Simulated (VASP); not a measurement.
Wanted: the native input for a VASP 6.6.1 run.

```yaml
Task: single point
Functional: PBEsol
Potentials_or_basis: VASP PAW PBE potentials, release 64 (Sn_d, Se)
Cutoff: 520 eV
k_mesh: 8 × 8 × 4
Occupations: gaussian, width 0.05 eV
Spin: non-collinear spin, zero start, spin-orbit coupling
Starting_moments: "[[0.0, 0.0, 0.0], [0.0, 0.0, 0.0], [0.0, 0.0, 0.0]] μB"
Dipole_correction: no
Further_INCAR_settings: ALGO = Normal; EDIFF = 1e-06; NBANDS = 39
```

The structure of SnSe2 lies in POSCAR:

```
SnSe2
1.0
    3.8158742114      0.0000000001      0.0000000000
   -1.9079371058      3.3046440047      0.0000000000
    0.0000000000      0.0000000000      6.1213284808
Sn Se
1 2
Direct
    0.0000000000      0.0000000000      0.0000000000
    0.3333333333      0.6666666667      0.2592346922
    0.6666666667      0.3333333333      0.7407653078
```

These files were run (other wordings do the same):

INCAR

```
SYSTEM = SnSe2
PREC = Accurate ; ENCUT = 520
EDIFF = 1E-6 ; ISMEAR = 0
SIGMA = 0.05 ; LREAL = .FALSE.
LASPH = .TRUE. ; NELM = 150
ALGO = Normal ; ISIF = 2
LWAVE = .FALSE. ; LCHARG = .FALSE.
MAGMOM = 0 0 0 0 0 0 0 0 0 ; LORBIT = 11
LSORBIT = .TRUE. ; GGA_COMPAT = .FALSE.
LORBMOM = .TRUE. ; GGA = PS
NBANDS = 39
```

KPOINTS

```
regular mesh
0
G
  8 8 4
  0 0 0
```

Potentials or basis: VASP PAW PBE potentials, release 64 (Sn_d, Se).

Run with:

```console
$ cat potpaw_PBE.64/Sn_d/POTCAR potpaw_PBE.64/Se/POTCAR > POTCAR
$ mpirun -np 1 vasp_ncl > vasp.out
```

Results of the run:

| Item | Value |
| --- | --- |
| Pressure | 0.3 GPa |
| Largest force | 0.025 eV/Å |
| Net moment | 0.00 μB per cell |
| Valence electrons inside the program's atomic spheres | Sn 12.19; Se 3.81 |

Caveat: the PAW data sets were made with another functional, which shifts forces and pressure a little; this functional lacks dispersion, which binds the layers, so the pressure and a relaxed spacing across them are unreliable.

Run time: 4.7 min on 1 thread of Oxide Virtual Turin-like Processor, on a shared host, peak memory 0.4 GiB.
